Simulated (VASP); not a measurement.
Input of a VASP 6.6.1 run:

INCAR

```
ALGO = Normal
EDIFF = 1E-6
EDIFFG = -0.01
ENCUT = 600
GGA = PS
IBRION = 2
ISIF = 3
ISMEAR = -1
LASPH = True
LCHARG = False
LREAL = False
LWAVE = False
NELM = 60
NSW = 80
PREC = Accurate
SIGMA = 0.1
```

KPOINTS

```
k-points
0
Gamma
  13 13 4
```

The input POSCAR:

```
Pt
1.0
    2.7740467412      0.0000000000      0.0000000000
   -1.3870233706      2.4023949491      0.0000000000
    0.0000000000      0.0000000000      9.0600366567
Pt
4
Direct
    0.0000000000      0.0000000000      0.0000000000
    0.0000000000      0.0000000000      0.5000000000
    0.3333333333      0.6666666667      0.2500000000
    0.6666666667      0.3333333333      0.7500000000
```

Potentials or basis: VASP PAW PBE potentials, release 64 (Pt).

Command:

```sh
$ cat potpaw_PBE.64/Pt/POTCAR > POTCAR
$ mpirun -np 1 vasp_std > vasp.out
```

Task: Predict the relaxed cell.

Result: a = 2.755 Å, b = 2.755 Å, c = 9.179 Å, α = 90.00°, β = 90.00°, γ = 120.00°.

Task: Estimate the space group after relaxing (to 0.05 Å).

Result: P6_3/mmc (No. 194).

Final structure:
```
CELL_PARAMETERS angstrom
2.75473 0.00000 0.00000
-1.37736 2.38567 0.00000
0.00000 0.00000 9.17864
ATOMIC_POSITIONS crystal
Pt 0.00000 0.00000 0.00000
Pt 0.00000 0.00000 0.50000
Pt 0.33333 0.66667 0.25000
Pt 0.66667 0.33333 0.75000
```
